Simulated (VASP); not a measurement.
# Hf in VASP: further runs

The runs below take Hf through single point, with PBE.

Program: VASP 6.6.1. These are calculated values, not measurements. Logs are shortened: lines on timing, memory, paths and dates and some standing lists are left out, and cuts for length are marked.

## Step 1: The cell of the first run

The cell holds a slab with vacuum, 4 atoms: a = 3.205 Å, b = 3.205 Å, c = 14.601 Å, α = 90.00°, β = 90.00°, γ = 120.00°.

## Step 2: Single point, PBE

File INCAR:

```
SYSTEM = Hf
  ALGO = Normal
  DIPOL = 0.5 0.5 0.500
  EDIFF = 1E-6
  ENCUT = 520
  GGA = PE
  IDIPOL = 3
  ISIF = 2
  ISMEAR = 0
  LASPH = .True.
  LCHARG = .False.
  LDIPOL = .True.
  LREAL = .False.
  LWAVE = .False.
  NBANDS = 28
  NELM = 100
  PREC = Accurate
  SIGMA = 0.1
```

File KPOINTS:

```
k-points
0
Gamma
  12 12 1
  0 0 0
```

File POSCAR:

```
Hf
1.0
    3.2047644779      0.0000000000      0.0000000000
   -1.6023822390      2.7754074510      0.0000000000
    0.0000000000      0.0000000000     14.6013660601
Hf
4
Direct
    0.3333333333      0.6666666667      0.2397035993
    0.6666666667      0.3333333333      0.4132345331
    0.3333333333      0.6666666667      0.5867654669
    0.6666666667      0.3333333333      0.7602964007
```

Potentials or basis: VASP PAW PBE potentials, release 64 (Hf_pv).

The run is started by

```sh
$ cat potpaw_PBE.64/Hf_pv/POTCAR > POTCAR
$ mpirun -np 1 vasp_std > vasp.out
```

OUTCAR:

```text
SYSTEM = Hf
   EDIFF = 1E-6
   ENCUT = 520
   GGA = PE
   ISIF = 2
   ISMEAR = 0
   LASPH = .True.
   LREAL = .False.
   NELM = 100
   PREC = Accurate

 ion  position               nearest neighbor table
   1  0.333  0.667  0.240-   2 3.14   2 3.14   2 3.14
   2  0.667  0.333  0.413-   3 3.14   1 3.14   3 3.14   1 3.14   3 3.14   1 3.14
   3  0.333  0.667  0.587-   2 3.14   4 3.14   2 3.14   4 3.14   2 3.14   4 3.14
   4  0.667  0.333  0.760-   3 3.14   3 3.14   3 3.14

  LATTYP: Found a hexagonal cell.
 ALAT       =     3.2047644779
 C/A-ratio  =     4.5561432551

  Lattice vectors:

 A1 = (   3.2047644779,   0.0000000000,   0.0000000000)
 A2 = (  -1.6023822390,   2.7754074510,   0.0000000000)
 A3 = (   0.0000000000,   0.0000000000,  14.6013660601)

Analysis of symmetry for initial positions (statically):
=====================================================================
 Subroutine PRICEL returns:
 Original cell was already a primitive cell.

 Routine SETGRP: Setting up the symmetry group for a
 hexagonal supercell.

 Subroutine GETGRP returns: Found 12 space group operations
 (whereof 12 operations were pure point group operations)
 out of a pool of 24 trial point group operations.

The static configuration has the point symmetry D_3d.

Analysis of symmetry for dynamics (positions and initial velocities):
=====================================================================
 Subroutine PRICEL returns:
 Original cell was already a primitive cell.

 Routine SETGRP: Setting up the symmetry group for a
 hexagonal supercell.

 Subroutine GETGRP returns: Found 12 space group operations
 (whereof 12 operations were pure point group operations)
 out of a pool of 24 trial point group operations.

The dynamic configuration has the point symmetry D_3d.

 Subroutine INISYM returns: Found 12 space group operations
 (whereof 12 operations are pure point group operations),
 and found     1 'primitive' translations

----------------------------------------------------------------------------------------

                                     Primitive cell

  volume of cell :     129.8722

  direct lattice vectors                    reciprocal lattice vectors
     3.204764478  0.000000000  0.000000000     0.312035411  0.180153728  0.000000000
    -1.602382239  2.775407451  0.000000000     0.000000000  0.360307457  0.000000000
     0.000000000  0.000000000 14.601366060     0.000000000  0.000000000  0.068486743

  length of vectors
     3.204764478  3.204764478 14.601366060     0.360307457  0.360307457  0.068486743

  position of ions in fractional coordinates (direct lattice)
     0.333333333  0.666666667  0.239703599
     0.666666667  0.333333333  0.413234533
     0.333333333  0.666666667  0.586765467
     0.666666667  0.333333333  0.760296401

  ion indices of the primitive-cell ions
   primitive index   ion index
                 1           1
                 2           2
                 3           3
                 4           4

----------------------------------------------------------------------------------------

 KPOINTS: k-points

Automatic generation of k-mesh.
 Grid dimensions read from file:
 generate k-points for:   12   12    1

 Generating k-lattice:

  Cartesian coordinates                     Fractional coordinates (reciprocal lattice)
     0.026002951  0.015012811  0.000000000     0.083333333 -0.000000000  0.000000000
     0.000000000  0.030025621  0.000000000     0.000000000  0.083333333  0.000000000
     0.000000000  0.000000000  0.068486743     0.000000000  0.000000000  1.000000000

  Length of vectors
     0.030025621  0.030025621  0.068486743

  Shift w.r.t. Gamma in fractional coordinates (k-lattice)
     0.000000000  0.000000000  0.000000000

 Subroutine IBZKPT returns following result:
 ===========================================

 Found     19 irreducible k-points:

 Following reciprocal coordinates:
            Coordinates               Weight
  0.000000  0.000000  0.000000      1.000000
  0.083333  0.000000  0.000000      6.000000
  0.166667  0.000000  0.000000      6.000000
  0.250000  0.000000  0.000000      6.000000
  0.333333  0.000000  0.000000      6.000000
  0.416667  0.000000  0.000000      6.000000
[... 11 lines left out ...]
  0.333333  0.250000  0.000000     12.000000
  0.333333  0.333333  0.000000      2.000000
   k-points           NKPTS =     19   k-points in BZ     NKDIM =     19   number of bands    NBANDS=     28
   number of dos      NEDOS =    301   number of ions     NIONS =      4
   total plane-waves  NPLWV =  64512
   dimension x,y,z NGX =    24 NGY =   24 NGZ =  112
   dimension x,y,z NGXF=    48 NGYF=   48 NGZF=  224
   ions per type =               4
   NGX,Y,Z   is equivalent  to a cutoff of  12.45, 12.45, 12.75 a.u.
   NGXF,Y,Z  is equivalent  to a cutoff of  24.90, 24.90, 25.50 a.u.
 SYSTEM =  Hf
   PREC   = accura    normal or accurate (medium, high low for compatibility)
   ISTART =      0    job   : 0-new  1-cont  2-samecut
   ICHARG =      2    charge: 1-file 2-atom 10-const
   ISPIN  =      1    spin polarized calculation?
   LNONCOLLINEAR =      F non collinear calculations
   LSORBIT =      F    spin-orbit coupling
   LASPH  =      T    aspherical Exc in radial PAW
   ENCUT  =  520.0 eV  38.22 Ry    6.18 a.u.   5.96  5.96 27.15*2*pi/ulx,y,z
   NELM   =    100;   NELMIN=  2; NELMDL= -5     # of ELM steps
   EDIFF  = 0.1E-05   stopping-criterion for ELM
   LREAL  =      F    real-space projection
   EDIFFG = 0.1E-04   stopping-criterion for IOM
   NSW    =      0    number of steps for IOM
   IBRION =     -1    ionic relax: 0-MD 1-quasi-New 2-CG
   NFREE  =      0    steps in history (QN), initial steepest desc. (CG)
   ISIF   =      2    stress and relaxation
   ISYM   =      2    0-nonsym 1-usesym 2-fastsym
   POTIM  = 0.5000    time-step for ionic-motion
   TEBEG  =    0.0;   TEEND  =   0.0 temperature during run
   PSTRESS=    0.0 pullay stress
   NELECT =      40.0000    total number of electrons
   NUPDOWN=      -1.0000    fix difference up-down
   EMIN   =  10.00;   EMAX   =-10.00  energy-range for DOS
   EFERMI =   0.00;   METHOD = LEGACY
   ISMEAR =     0;   SIGMA  =   0.10  broadening in eV -4-tet -1-fermi 0-gaus
   EFERMI_NEDOS =   21; number of points for ismear=-14 and -15
   IALGO  =     38    algorithm
   IMIX   =      4    mixing-type and parameters
     AMIX     =   0.40;   BMIX     =  1.00
     AMIX_MAG =   1.60;   BMIX_MAG =  1.00
  volume/ion in A,a.u.               =      32.47       219.11
  Fermi-wavevector in a.u.,A,eV,Ry     =   1.105578  2.089239 16.630437  1.222303
  Thomas-Fermi vector in A             =   2.242067
   LORBIT       =      0    0 simple, 1 ext, 2 COOP (PROOUT), +10 PAW based schemes
   GGA     = PE    functional components
   LHFCALC =     F    Hartree Fock is set to
   AEXX    =    0.0000 exact exchange contribution
   IVDW    =     0    specifies the selected vdW correction
   LEPSILON=     F    determine dielectric tensor
   LRPA    =     F    only Hartree local field effects (RPA)
 non-spin polarized calculation
 Gauss-broadening in eV      SIGMA  =   0.10
  energy-cutoff  :      520.00
  volume of cell :      129.87
 maximum number of plane-waves:      3522
 NGX is ok and might be reduce to    24
   NGX = 11   NGY = 11   NGZ = 55

 dipolmoment           0.000000      0.000000     -0.000000 electrons x Angstroem

 number of electron      40.0000008 magnetization

 dipolmoment           0.000000      0.000000      0.000000 electrons x Angstroem

 Free energy of the ion-electron system (eV)
  ---------------------------------------------------
  ext. energy  EPLUGINS =         0.00000000
  ---------------------------------------------------
  free energy    TOTEN  =       -37.66363514 eV

  energy without entropy =      -37.62628280  energy(sigma->0) =      -37.64495897

 E-fermi :   2.2130     XC(G=0):  -8.8996

 val. band max:        2.2030638869   @ k =   0.4167   0.1667   0.0000
 cond. band min:       2.2375529732   @ k =   0.2500   0.0000   0.0000
 fundamental gap:      0.0344890863
 Fermi energy:         2.2129778803

 k-point     1 :       0.0000    0.0000    0.0000
  band No.  band energies     occupation
      1     -28.9200      2.00000
      2     -28.8752      2.00000
      3     -28.4085      2.00000
      4     -28.3883      2.00000
      5     -28.3883      2.00000
      6     -28.3880      2.00000
[... 20 lines left out ...]
     27       3.5902      0.00000
     28       4.0273      0.00000

 k-point     2 :       0.0833    0.0000    0.0000
  band No.  band energies     occupation
      1     -28.9096      2.00000
      2     -28.8694      2.00000
      3     -28.4482      2.00000
      4     -28.4274      2.00000
      5     -28.3971      2.00000
      6     -28.3968      2.00000
[... 20 lines left out ...]
     27       3.7547      0.00000
     28       3.9374      0.00000

 k-point     3 :       0.1667    0.0000    0.0000
  band No.  band energies     occupation
      1     -28.8816      2.00000
      2     -28.8539      2.00000
      3     -28.5480      2.00000
      4     -28.5315      2.00000
      5     -28.4213      2.00000
      6     -28.4208      2.00000
[... 20 lines left out ...]
     27       4.0030      0.00000
     28       4.2388      0.00000

 k-point     4 :       0.2500    0.0000    0.0000
  band No.  band energies     occupation
      1     -28.8455      2.00000
      2     -28.8352      2.00000
      3     -28.6800      2.00000
      4     -28.6685      2.00000
      5     -28.4541      2.00000
      6     -28.4534      2.00000
[... 20 lines left out ...]
     27       4.3666      0.00000
     28       4.9298      0.00000

 k-point     5 :       0.3333    0.0000    0.0000
  band No.  band energies     occupation
      1     -28.8324      2.00000
      2     -28.8258      2.00000
      3     -28.7961      2.00000
      4     -28.7912      2.00000
      5     -28.4868      2.00000
      6     -28.4857      2.00000
[... 20 lines left out ...]
     27       4.9081      0.00000
     28       5.1502      0.00000

 k-point     6 :       0.4167    0.0000    0.0000
  band No.  band energies     occupation
      1     -28.9097      2.00000
      2     -28.9006      2.00000
      3     -28.8129      2.00000
      4     -28.7907      2.00000
      5     -28.5105      2.00000
      6     -28.5092      2.00000
[... 308 lines left out ...]
      5     -28.6127      2.00000
      6     -28.6100      2.00000
[... 20 lines left out ...]
     27       5.1052      0.00000
     28       5.8902      0.00000

 k-point    17 :       0.2500    0.2500    0.0000
  band No.  band energies     occupation
      1     -28.8414      2.00000
      2     -28.8403      2.00000
      3     -28.7881      2.00000
      4     -28.7789      2.00000
      5     -28.6401      2.00000
      6     -28.6282      2.00000
[... 20 lines left out ...]
     27       4.8914      0.00000
     28       5.4281      0.00000

 k-point    18 :       0.3333    0.2500    0.0000
  band No.  band energies     occupation
      1     -28.8449      2.00000
      2     -28.8421      2.00000
      3     -28.7821      2.00000
      4     -28.7730      2.00000
      5     -28.6904      2.00000
      6     -28.6856      2.00000
[... 20 lines left out ...]
     27       5.0018      0.00000
     28       5.8202      0.00000

 k-point    19 :       0.3333    0.3333    0.0000
  band No.  band energies     occupation
      1     -28.7892      2.00000
      2     -28.7892      2.00000
      3     -28.7693      2.00000
      4     -28.7692      2.00000
      5     -28.7692      2.00000
      6     -28.7663      2.00000
[... 20 lines left out ...]
     27       5.0787      0.00000
     28       5.9462      0.00000

------------------------ aborting loop because EDIFF is reached ----------------------------------------

 vacuum level on the upper side and lower side of the slab       (xc-potential included)        -1.593        -1.593

  FORCE on cell =-STRESS in cart. coord.  units (eV):
  Direction    XX          YY          ZZ          XY          YZ          ZX
  --------------------------------------------------------------------------------------
  -------------------------------------------------------------------------------------
  Total       -2.5027291     -2.5027291     -2.8186023      0.0000000     -0.0000000     -0.0000000
  in kB      -30.8750778    -30.8750778    -34.7718682      0.0000000     -0.0000000     -0.0000000
  external PRESSURE =     -32.1740080 kB  Pullay stress =       0.0000000 kB

 VOLUME and BASIS-vectors are now :
 -----------------------------------------------------------------------------
  energy-cutoff  :      520.00
  volume of cell :      129.87
      direct lattice vectors                 reciprocal lattice vectors
     3.204764478  0.000000000  0.000000000     0.312035411  0.180153728  0.000000000
    -1.602382239  2.775407451  0.000000000     0.000000000  0.360307457  0.000000000
     0.000000000  0.000000000 14.601366060     0.000000000  0.000000000  0.068486743

 POSITION                                       TOTAL-FORCE (eV/Angst)
 -----------------------------------------------------------------------------------
     -0.00000      1.85027      3.50000         0.000000      0.000000      0.590292
      1.60238      0.92514      6.03379         0.000000      0.000000     -0.804758
     -0.00000      1.85027      8.56758        -0.000000     -0.000000      0.804758
      1.60238      0.92514     11.10137        -0.000000     -0.000000     -0.590292
 -----------------------------------------------------------------------------------
    total drift:                                0.000000     -0.000000      0.000000

  FREE ENERGIE OF THE ION-ELECTRON SYSTEM (eV)
  ---------------------------------------------------
  free  energy   TOTEN  =       -37.6636351376 eV

  energy  without entropy=      -37.6262827972  energy(sigma->0) =      -37.64495897

 vacuum level on the upper side and lower side of the slab         5.078         5.078
```

Run time: 48 s. Hardware: 1 thread of AMD EPYC 9R45 (Zen 5), shared host; peak memory 0.22 GiB.

What came out:

| Item | Value |
| --- | --- |
| Free energy | -37.6636 eV |
| Largest force | 0.805 eV/Å |
| Band gap on the k mesh | zero (bands 20 and 21 overlap by 0.93 eV) |

Forces in eV/Å, atoms in the order of the input:
```
Hf   0.000  0.000  0.590
Hf   0.000  0.000 -0.805
Hf   0.000  0.000  0.805
Hf   0.000  0.000 -0.590
```

Caveat: spin-orbit coupling is left out, which moves the levels of the heavy elements.

## Step 3: Single point, PBE

This run uses another cell than the first one.

File INCAR:

```
PREC = Accurate ; ENCUT = 520
EDIFF = 1E-6 ; ISMEAR = 0
SIGMA = 0.1 ; LREAL = False
LASPH = True ; NELM = 60
ALGO = Normal ; ISIF = 2
LWAVE = False ; LCHARG = False
LDIPOL = True ; IDIPOL = 3
DIPOL = 0.5 0.5 0.500 ; GGA = PE
NBANDS = 28
```

File KPOINTS:

```
regular mesh
0
Gamma
  12 12 1
```

File POSCAR:

```
Hf
1.0
    3.2047644779      0.0000000000      0.0000000000
   -1.6023822390      2.7754074510      0.0000000000
    0.0000000000      0.0000000000     22.6013660601
Hf
4
Direct
    0.3333333333      0.6666666667      0.3318383491
    0.6666666667      0.3333333333      0.4439461164
    0.3333333333      0.6666666667      0.5560538836
    0.6666666667      0.3333333333      0.6681616509
```

Potentials or basis: VASP PAW PBE potentials, release 64 (Hf_pv).

The run is started by

```sh
$ cat potpaw_PBE.64/Hf_pv/POTCAR > POTCAR
$ mpirun -np 1 vasp_std > vasp.out
```

Wall time 2.2 min (1 thread of AMD EPYC 9R45 (Zen 5), shared host); peak memory 0.29 GiB.

The run converged. Its results:

```
Free energy            : -37.6484 eV
Largest force          : 0.863 eV/Å
Band gap on the k mesh : zero (bands 20 and 21 overlap by 0.97 eV)
```

Forces on the atoms (eV/Å):
```
Hf   0.000  0.000  0.649
Hf   0.000  0.000 -0.863
Hf   0.000  0.000  0.863
Hf   0.000  0.000 -0.649
```

Levels at points of the mesh, in eV from the Fermi level:
```tsv
k point	band 17	band 18	band 19	band 20	band 21	band 22	band 23	band 24
(0.00, 0.00, 0.00)	-0.10	0.03	0.50	0.54	1.15	1.15	1.20	1.20
(0.50, 0.00, 0.00)	-1.67	-1.20	-0.96	0.11	0.50	1.17	1.22	1.46
```

Caveat: spin-orbit coupling is left out, which moves the levels of the heavy elements.

## Step 4: Single point, PBE

This run uses another cell than the first one.

File INCAR:

```
SYSTEM = Hf
ALGO = Normal
DIPOL = 0.5 0.5 0.500
EDIFF = 1E-6
ENCUT = 520
GGA = PE
IDIPOL = 3
ISIF = 2
ISMEAR = 0
LASPH = .True.
LCHARG = .False.
LDIPOL = .True.
LREAL = .False.
LWAVE = .False.
NBANDS = 28
NELM = 100
PREC = Accurate
SIGMA = 0.1
```

File KPOINTS:

```
k-points
0
Gamma
  12 12 1
  0 0 0
```

File POSCAR:

```
Hf
1.0
    3.2047644779      0.0000000000      0.0000000000
   -1.6023822390      2.7754074510      0.0000000000
    0.0000000000      0.0000000000     22.6013660601
Hf
4
Direct
    0.3333333333      0.6666666667      0.3367527700
    0.6666666667      0.3333333333      0.4409309841
    0.3333333333      0.6666666667      0.5590690164
    0.6666666667      0.3333333333      0.6632472295
```

The run is started by

```sh
$ cat potpaw_PBE.64/Hf_pv/POTCAR > POTCAR
$ mpirun -np 1 vasp_std > vasp.out
```

Wall time 2.1 min (1 thread of AMD EPYC 9R45 (Zen 5), shared host); peak memory 0.3 GiB.

Results (log left out):

| Item | Value |
| --- | --- |
| Free energy | -37.8026 eV |
| Largest force | 0.052 eV/Å |
| Band gap on the k mesh | zero (bands 20 and 21 overlap by 1.51 eV) |

Forces on the atoms (eV/Å):
```
Hf   0.000  0.000  0.052
Hf   0.000  0.000 -0.034
Hf   0.000  0.000  0.034
Hf   0.000  0.000 -0.052
```

Levels at points of the mesh, in eV from the Fermi level:
```
           k point  band 18  band 19  band 20  band 21  band 22  band 23
(0.00, 0.00, 0.00)     0.00     0.49     1.01     1.01     1.10     1.10
(0.50, 0.00, 0.00)    -1.32    -0.85     0.18     0.59     1.08     1.35
```

Caveat: spin-orbit coupling is left out, which moves the levels of the heavy elements.

## Step 5: The runs side by side

```tsv
cell	gap on the mesh (eV)	largest force (eV/Å)
a = 3.205, b = 3.205, c = 14.601 Å, angles 90.0, 90.0, 120.0°, 4 atoms, atomic positions A	none	0.80
a = 3.205, b = 3.205, c = 22.601 Å, angles 90.0, 90.0, 120.0°, 4 atoms, atomic positions A	none	0.86
a = 3.205, b = 3.205, c = 22.601 Å, angles 90.0, 90.0, 120.0°, 4 atoms, atomic positions B	none	0.05
```

Alike in all rows: task single point; level PBE; potentials or basis VASP PAW PBE potentials, release 64 (Hf_pv); no spin polarisation; k mesh 12 × 12 × 1; cutoff (eV) 520; smearing gaussian 0.1 eV.

Caveats: spin-orbit coupling is left out, which moves the levels of the heavy elements.

Absolute energies hang on the potentials; compare differences alone.

The gap in the log of VASP goes by the Fermi energy; the results here count the filled bands.